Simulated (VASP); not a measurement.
# Li15CaNb16O48 (a cell with a defect) in VASP: single point with PBE

Aim: the single point of Li15CaNb16O48 (a cell with a defect) with PBE.

All numbers are computed with VASP 6.6.1; they aren't measurements. Logs are shortened: lines on timing, memory, paths and dates and some standing lists are left out, and cuts for length are marked.

## (1) The cell of the first run

The cell holds a defect, 80 atoms: a = 11.101 Å, b = 11.101 Å, c = 11.101 Å, α = 55.75°, β = 55.75°, γ = 55.75°.

## (2) Single point, PBE

File INCAR:

```
SYSTEM = Li15CaNb16O48
  ALGO = Normal
  EDIFF = 1E-6
  ENCUT = 520
  GGA = PE
  ISIF = 2
  ISMEAR = 0
  LASPH = .TRUE.
  LCHARG = .TRUE.
  LELF = .TRUE.
  LREAL = Auto
  LVHAR = .TRUE.
  LWAVE = .FALSE.
  NBANDS = 322
  NELECT = 550.0
  NELM = 60
  PREC = Accurate
  SIGMA = 0.01
```

File KPOINTS:

```
k-points
0
G
  1 1 1
  0 0 0
```

File POSCAR:

```
Li15CaNb16O48
1.0
    5.1899002718      2.9963903190      9.3444465000
   -5.1899002718      2.9963903190      9.3444465000
    0.0000000000     -5.9927806380      9.3444465000
Li Nb O Ca
15 16 48 1
Direct
    0.3596345958      0.3589603984      0.3601252879
    0.1093032165      0.1084442444      0.1095912297
    0.3639249447      0.3577672841      0.8581768680
    0.1119402425      0.1067915113      0.6053183875
    0.3587110446      0.8570471762      0.3641274378
    0.1077866260      0.6040642332      0.1121416956
    0.3613995091      0.8524134220      0.8624108505
    0.1132989791      0.6048471092      0.6113369369
    0.8580636990      0.3627335598      0.3589722247
    0.6050521987      0.1108285280      0.1082414167
    0.8619663906      0.3605117573      0.8536390922
    0.6109967367      0.1123299613      0.6059914255
    0.8532176602      0.8610033319      0.3618112888
    0.6058211489      0.6100206898      0.1133026274
    0.8566690711      0.8559029965      0.8569749309
    0.4999180117      0.4988582580      0.5000800015
    0.2479085505      0.2470952545      0.2482170653
    0.4958526483      0.4917377101      1.0130914255
    0.2503985934      0.2468448682      0.7525808259
    0.4927099994      1.0118630602      0.4961159371
    0.2477789161      0.7514036774      0.2506792519
    0.4980594493      0.9970943637      0.9994260880
    0.2391088107      0.7495503922      0.7577074617
    1.0127178567      0.4949464907      0.4929977823
    0.7523581586      0.2494231427      0.2480388536
    0.9991447940      0.4971256687      0.9982892793
    0.7574741345      0.2380607858      0.7508404949
    0.9980548692      0.9982447829      0.4983196855
    0.7505703557      0.7564833335      0.2392416444
    1.0000665325      0.9989857832      1.0002733669
    0.7482984842      0.7474326170      0.7486981190
    0.1462634932      0.3139527235      0.4446887674
    0.3147885936      0.4435571620      0.1465751077
    0.4444500818      0.1453745484      0.3151182248
    0.1951061275      0.0678847239      0.3904201866
    0.3900645820      0.1942225912      0.0690660511
    0.0687135947      0.3892273053      0.1954065784
    0.1397750408      0.3171917812      0.9459317644
    0.3235577208      0.4428545478      0.6427260334
    0.4470714310      0.1390442568      0.8191760422
    0.1965632223      0.0679038625      0.8895998220
    0.3926043315      0.1953599126      0.5692474080
    0.0760124305      0.3893987197      0.6944208874
    0.1400204836      0.8179644262      0.4473602820
    0.3181144378      0.9447189383      0.1400448449
    0.4438458864      0.6414317377      0.3237779917
    0.1962242269      0.5681036069      0.3928508548
    0.3903994311      0.6932350551      0.0762693802
    0.0688499345      0.8883428340      0.1968559219
    0.1358226060      0.8199208228      0.9468321462
    0.3241262677      0.9424540327      0.6355685803
    0.4268597999      0.6434692345      0.8410694021
    0.1929257493      0.5671015161      0.8924136652
    0.3894648617      0.6924757474      0.5791464800
    0.0661141437      0.8894260625      0.6970171616
    0.6424662737      0.3225075282      0.4441205067
    0.8188857596      0.4461104839      0.1402609625
    0.9457018536      0.1388983908      0.3183680238
    0.6942298354      0.0750066689      0.3906856560
    0.8892450900      0.1956413596      0.0691112380
    0.5689633697      0.3915516550      0.1966143562
    0.6352720932      0.3231831675      0.9436599853
    0.8407635676      0.4258830152      0.6447095718
    0.9465528985      0.1348276046      0.8212216744
    0.6967671384      0.0650768997      0.8906872161
    0.8922048694      0.1919560251      0.5683490439
    0.5789587557      0.3884523286      0.6936561561
    0.6443975090      0.8398555739      0.4270989445
    0.8209791258      0.9455368889      0.1360893126
    0.9432813096      0.6342906625      0.3244387402
    0.6934095936      0.5779558055      0.3895727213
    0.8903974367      0.6958324335      0.0662339104
    0.5680805735      0.8912329234      0.1931247054
    0.6381521891      0.8188487250      0.9450604293
    0.8198191924      0.9438883812      0.6384088917
    0.9447944785      0.6372470110      0.8200581515
    0.6931020991      0.5694381080      0.8849969906
    0.8844911835      0.6921433747      0.5707612788
    0.5703540959      0.8836835775      0.6934526236
    0.6181630144      0.6171474208      0.6183531509
```

Potentials or basis: VASP PAW PBE potentials, release 64 (Li_sv, Nb_sv, O, Ca_sv).

Launch:

```
cat potpaw_PBE.64/Li_sv/POTCAR potpaw_PBE.64/Nb_sv/POTCAR potpaw_PBE.64/O/POTCAR potpaw_PBE.64/Ca_sv/POTCAR > POTCAR
mpirun -np 1 vasp_gam > vasp.out
```

OUTCAR:

```text
SYSTEM = Li15CaNb16O48
   EDIFF = 1E-6
   ENCUT = 520
   GGA = PE
   ISIF = 2
   ISMEAR = 0
   LASPH = .TRUE.
   LREAL = Auto
   NELECT = 550.0
   NELM = 60
   PREC = Accurate

 ion  position               nearest neighbor table
   1  0.360  0.359  0.360-  47 2.07  42 2.07  61 2.07  32 2.25  33 2.25  34 2.25
   2  0.109  0.108  0.110-  38 2.06  58 2.06  45 2.06  41 2.28  60 2.28  49 2.28
   3  0.364  0.358  0.858-  36 2.06  53 2.09  67 2.11  39 2.24  40 2.27
   4  0.112  0.107  0.605-  32 2.05  51 2.09  64 2.11  35 2.23  66 2.26  55 2.27
   5  0.359  0.857  0.364-  35 2.06  73 2.09  54 2.11  46 2.24  44 2.27
   6  0.108  0.604  0.112-  33 2.05  70 2.09  50 2.11  37 2.23  53 2.26  72 2.27
   7  0.361  0.852  0.862-  79 2.07  48 2.09  41 2.10  52 2.12
   8  0.113  0.605  0.611-  39 2.07  76 2.07  44 2.08  43 2.22  47 2.25
   9  0.858  0.363  0.359-  37 2.06  66 2.09  71 2.11  56 2.24  57 2.27
  10  0.605  0.111  0.108-  34 2.05  62 2.09  69 2.11  36 2.23  73 2.26  65 2.27
  11  0.862  0.361  0.854-  77 2.07  43 2.09  60 2.10  63 2.12
  12  0.611  0.112  0.606-  56 2.07  75 2.07  40 2.08  59 2.22  42 2.25
  13  0.853  0.861  0.362-  78 2.07  59 2.09  49 2.11  68 2.12
  14  0.606  0.610  0.113-  46 2.07  74 2.07  57 2.08  48 2.22  61 2.25
  15  0.857  0.856  0.857-  65 2.07  72 2.07  55 2.07  75 2.24  74 2.24  76 2.24
  16  0.500  0.499  0.500-  56 1.87  46 1.87  39 1.87  71 2.20  67 2.20  54 2.20
  17  0.248  0.247  0.248-  36 1.88  37 1.88  35 1.88  32 2.17  33 2.17  34 2.17
[... 49 lines left out ...]
  67  0.579  0.388  0.694-  27 1.90   3 2.11  16 2.20  80 2.40
  68  0.644  0.840  0.427-  20 1.91  13 2.12  29 2.18  80 2.22
  69  0.821  0.946  0.136-  30 1.88  10 2.11  29 2.11
  70  0.943  0.634  0.324-  24 1.87   6 2.09  29 2.21
  71  0.693  0.578  0.390-  29 1.90   9 2.11  16 2.20  80 2.40
  72  0.890  0.696  0.066-  29 1.86  15 2.07  26 2.18   6 2.27
  73  0.568  0.891  0.193-  29 1.87   5 2.09  22 2.15  10 2.26
  74  0.638  0.819  0.945-  22 1.88  14 2.07  31 2.17  15 2.24
  75  0.820  0.944  0.638-  28 1.88  12 2.07  31 2.18  15 2.24
  76  0.945  0.637  0.820-  26 1.88   8 2.07  31 2.18  15 2.24
  77  0.693  0.569  0.885-  31 1.88  11 2.07  18 2.19
  78  0.884  0.692  0.571-  31 1.88  13 2.07  24 2.19
  79  0.570  0.884  0.693-  31 1.88   7 2.07  20 2.19
  80  0.618  0.617  0.618-  63 2.22  68 2.22  52 2.22  54 2.40  67 2.40  71 2.40

  LATTYP: Found a trigonal (rhomboedric) cell.
 ALAT       =    11.1009954584
 COS(alpha) =     0.5628563533

  Lattice vectors:

 A1 = (   5.1899002718,   2.9963903190,   9.3444465000)
 A2 = (  -5.1899002718,   2.9963903190,   9.3444465000)
 A3 = (   0.0000000000,  -5.9927806380,   9.3444465000)

Analysis of symmetry for initial positions (statically):
=====================================================================
 Subroutine PRICEL returns:
 Original cell was already a primitive cell.

 Routine SETGRP: Setting up the symmetry group for a
 trigonal (rhombohedral) supercell.

 Subroutine GETGRP returns: Found  1 space group operations
 (whereof  1 operations were pure point group operations)
 out of a pool of 12 trial point group operations.

The static configuration has the point symmetry C_1 .

Analysis of symmetry for dynamics (positions and initial velocities):
=====================================================================
 Subroutine PRICEL returns:
 Original cell was already a primitive cell.

 Routine SETGRP: Setting up the symmetry group for a
 trigonal (rhombohedral) supercell.

 Subroutine GETGRP returns: Found  1 space group operations
 (whereof  1 operations were pure point group operations)
 out of a pool of 12 trial point group operations.

The dynamic configuration has the point symmetry C_1 .

 Subroutine INISYM returns: Found  1 space group operations
 (whereof  1 operations are pure point group operations),
 and found     1 'primitive' translations

----------------------------------------------------------------------------------------

                                     Primitive cell

[... 204 lines left out ...]
   k-points           NKPTS =      1   k-points in BZ     NKDIM =      1   number of bands    NBANDS=    322
   number of dos      NEDOS =    301   number of ions     NIONS =     80
   total plane-waves  NPLWV = 592704
   dimension x,y,z NGX =    84 NGY =   84 NGZ =   84
   dimension x,y,z NGXF=   168 NGYF=  168 NGZF=  168
   ions per type =              15  16  48   1
   NGX,Y,Z   is equivalent  to a cutoff of  12.58, 12.58, 12.58 a.u.
   NGXF,Y,Z  is equivalent  to a cutoff of  25.16, 25.16, 25.16 a.u.
 SYSTEM =  Li15CaNb16O48
   PREC   = accura    normal or accurate (medium, high low for compatibility)
   ISTART =      0    job   : 0-new  1-cont  2-samecut
   ICHARG =      2    charge: 1-file 2-atom 10-const
   ISPIN  =      1    spin polarized calculation?
   LNONCOLLINEAR =      F non collinear calculations
   LSORBIT =      F    spin-orbit coupling
   LASPH  =      T    aspherical Exc in radial PAW
   ENCUT  =  520.0 eV  38.22 Ry    6.18 a.u.  20.64 20.64 20.64*2*pi/ulx,y,z
   NELM   =     60;   NELMIN=  2; NELMDL= -5     # of ELM steps
   EDIFF  = 0.1E-05   stopping-criterion for ELM
   LREAL  =      T    real-space projection
   EDIFFG = 0.1E-04   stopping-criterion for IOM
   NSW    =      0    number of steps for IOM
   IBRION =     -1    ionic relax: 0-MD 1-quasi-New 2-CG
   NFREE  =      0    steps in history (QN), initial steepest desc. (CG)
   ISIF   =      2    stress and relaxation
   ISYM   =      2    0-nonsym 1-usesym 2-fastsym
   POTIM  = 0.5000    time-step for ionic-motion
   TEBEG  =    0.0;   TEEND  =   0.0 temperature during run
   PSTRESS=    0.0 pullay stress
   NELECT =     550.0000    total number of electrons
   NUPDOWN=      -1.0000    fix difference up-down
   EMIN   =  10.00;   EMAX   =-10.00  energy-range for DOS
   EFERMI =   0.00;   METHOD = LEGACY
   ISMEAR =     0;   SIGMA  =   0.01  broadening in eV -4-tet -1-fermi 0-gaus
   EFERMI_NEDOS =   21; number of points for ismear=-14 and -15
   IALGO  =     38    algorithm
   IMIX   =      4    mixing-type and parameters
     AMIX     =   0.40;   BMIX     =  1.00
     AMIX_MAG =   1.60;   BMIX_MAG =  1.00
  volume/ion in A,a.u.               =      10.90        73.55
  Fermi-wavevector in a.u.,A,eV,Ry     =   1.404025  2.653223 26.820995  1.971288
  Thomas-Fermi vector in A             =   2.526628
   LORBIT       =      0    0 simple, 1 ext, 2 COOP (PROOUT), +10 PAW based schemes
   GGA     = PE    functional components
   LHFCALC =     F    Hartree Fock is set to
   AEXX    =    0.0000 exact exchange contribution
   IVDW    =     0    specifies the selected vdW correction
   LEPSILON=     F    determine dielectric tensor
   LRPA    =     F    only Hartree local field effects (RPA)
 non-spin polarized calculation
 Gauss-broadening in eV      SIGMA  =   0.01
  energy-cutoff  :      520.00
  volume of cell :      871.89
 maximum number of plane-waves:     11751
 NGX is ok and might be reduce to    84
   NGX = 41   NGY = 41   NGZ = 41

 number of electron     549.9999999 magnetization

 Free energy of the ion-electron system (eV)
  ---------------------------------------------------
  ext. energy  EPLUGINS =         0.00000000
  ---------------------------------------------------
  free energy    TOTEN  =      -647.37191739 eV

  energy without entropy =     -647.37191739  energy(sigma->0) =     -647.37191739

 E-fermi :   3.5315     XC(G=0): -10.7179

 val. band max:        3.4083104476   @ k =   0.0000   0.0000   0.0000
 cond. band min:       7.0525444806   @ k =   0.0000   0.0000   0.0000
 fundamental gap:      3.6442340330
 Fermi energy:         3.5315273812

 k-point     1 :       0.0000    0.0000    0.0000
  band No.  band energies     occupation
      1     -50.8197      2.00000
      2     -50.8036      2.00000
      3     -50.8031      2.00000
      4     -50.8024      2.00000
      5     -50.7790      2.00000
      6     -50.7781      2.00000
[... 279 lines left out ...]
    286       7.3298      0.00000
    287       7.5565      0.00000
 [bands above 287 left out]

------------------------ aborting loop because EDIFF is reached ----------------------------------------

  FORCE on cell =-STRESS in cart. coord.  units (eV):
  Direction    XX          YY          ZZ          XY          YZ          ZX
  --------------------------------------------------------------------------------------
  -------------------------------------------------------------------------------------
  Total        0.6772279      0.6262650     -4.7450887      0.0024591     -0.0208466     -0.0001460
  in kB        1.2444664      1.1508175     -8.7195221      0.0045188     -0.0383075     -0.0002684
  external PRESSURE =      -2.1080794 kB  Pullay stress =       0.0000000 kB

 VOLUME and BASIS-vectors are now :
 -----------------------------------------------------------------------------
  energy-cutoff  :      520.00
  volume of cell :      871.89
      direct lattice vectors                 reciprocal lattice vectors
     5.189900272  2.996390319  9.344446500     0.096340965  0.055622482  0.035671811
    -5.189900272  2.996390319  9.344446500    -0.096340965  0.055622482  0.035671811
     0.000000000 -5.992780638  9.344446500     0.000000000 -0.111244964  0.035671811

 POSITION                                       TOTAL-FORCE (eV/Angst)
 -----------------------------------------------------------------------------------
      0.00350     -0.00496     10.08004         0.001417      0.002173      0.003311
      0.00446     -0.00430      3.05880         0.001797      0.001092      0.000278
      0.03196     -2.98039     14.76300        -0.001458      0.003620     -0.010910
      0.02672     -2.97213      7.70029         0.000664      0.005262     -0.006020
     -2.58631      1.46075     14.76316         0.003370     -0.002194     -0.010961
     -2.57563      1.46094      7.69975         0.002904     -0.002119     -0.004718
[... 72 lines left out ...]
     -1.62615      0.20115     20.06711         0.000650      0.003562     -0.015125
      0.00527     -0.00418     17.32146        -0.004852     -0.000446      0.009531
 -----------------------------------------------------------------------------------
    total drift:                               -0.006255     -0.000410     -0.024243

  FREE ENERGIE OF THE ION-ELECTRON SYSTEM (eV)
  ---------------------------------------------------
  free  energy   TOTEN  =      -647.3719173886 eV

  energy  without entropy=     -647.3719173886  energy(sigma->0) =     -647.37191739
```

It took 17 min on 1 thread of AMD EPYC 7R43 (Zen 3), shared host; peak memory 1.2 GiB.

What came out:

| Quantity | Value |
| --- | --- |
| Free energy | -647.3719 eV |
| Largest force | 0.063 eV/Å |

Forces on the atoms (eV/Å):
```
Li   0.001  0.002  0.003
Li   0.002  0.001  0.000
Li  -0.001  0.004 -0.011
Li   0.001  0.005 -0.006
Li   0.003 -0.002 -0.011
Li   0.003 -0.002 -0.005
Li  -0.003  0.000  0.000
Li  -0.009 -0.007 -0.010
Li  -0.004 -0.002 -0.010
Li  -0.005  0.002 -0.005
Li   0.006 -0.004  0.002
Li   0.013 -0.005 -0.009
Li   0.001  0.008  0.003
Li  -0.004  0.009 -0.007
Li   0.005  0.000 -0.009
Nb  -0.004  0.001  0.057
Nb   0.004 -0.001  0.037
Nb  -0.009  0.003  0.037
Nb   0.006 -0.003  0.046
Nb   0.008  0.003  0.035
Nb  -0.003 -0.005  0.043
Nb   0.004 -0.003  0.034
Nb  -0.003  0.006  0.031
Nb   0.007 -0.007  0.040
Nb  -0.005  0.006  0.043
Nb  -0.003  0.005  0.033
Nb  -0.006 -0.003  0.032
Nb  -0.003 -0.008  0.034
Nb   0.005 -0.006  0.033
Nb  -0.003 -0.001  0.051
Nb   0.000  0.004  0.063
O    0.005  0.014 -0.003
O    0.010 -0.012 -0.007
O   -0.018 -0.002 -0.008
O   -0.008  0.003 -0.011
O    0.005 -0.007 -0.010
O    0.004  0.007 -0.011
O   -0.001  0.010 -0.017
O    0.007 -0.016 -0.022
O   -0.010 -0.004 -0.011
O   -0.008 -0.004 -0.012
O    0.004 -0.004 -0.009
O   -0.006  0.014 -0.011
O    0.003  0.012 -0.014
O    0.009 -0.003 -0.012
O   -0.018  0.002 -0.019
O   -0.006 -0.006 -0.011
O    0.013 -0.009 -0.010
O   -0.003  0.009 -0.011
O   -0.004  0.004 -0.014
O    0.008 -0.008 -0.012
O   -0.020 -0.038  0.003
O   -0.009 -0.007 -0.018
O   -0.008 -0.010 -0.025
O   -0.004  0.006 -0.016
O    0.011  0.015 -0.020
O    0.009 -0.006 -0.012
O   -0.008 -0.003 -0.017
O   -0.011 -0.011 -0.013
O    0.012 -0.004 -0.009
O    0.000  0.007 -0.010
O    0.005  0.011 -0.013
O    0.050  0.001  0.006
O   -0.004 -0.005 -0.016
O   -0.004 -0.009 -0.015
O    0.010 -0.005 -0.021
O    0.013 -0.002 -0.022
O   -0.027  0.041  0.005
O    0.006  0.000 -0.018
O   -0.011 -0.001 -0.008
O   -0.003  0.008 -0.019
O    0.007 -0.001 -0.010
O   -0.001  0.009 -0.015
O    0.000  0.011 -0.003
O    0.009 -0.008 -0.008
O   -0.009 -0.003 -0.010
O   -0.004 -0.001 -0.015
O    0.005  0.001 -0.017
O    0.001  0.004 -0.015
Ca  -0.005  0.000  0.010
```

Caveat: the k points lie up to 0.73 Å⁻¹ apart; the cell carries a net charge on a neutralising background, which shifts energy and pressure; the cell is charged against a uniform background, so pressure and absolute levels hang on convention; the cutoff is under 1.25 times the usual one of these potentials, so pressure, stress and relaxed cells hold a basis-set (Pulay) error.
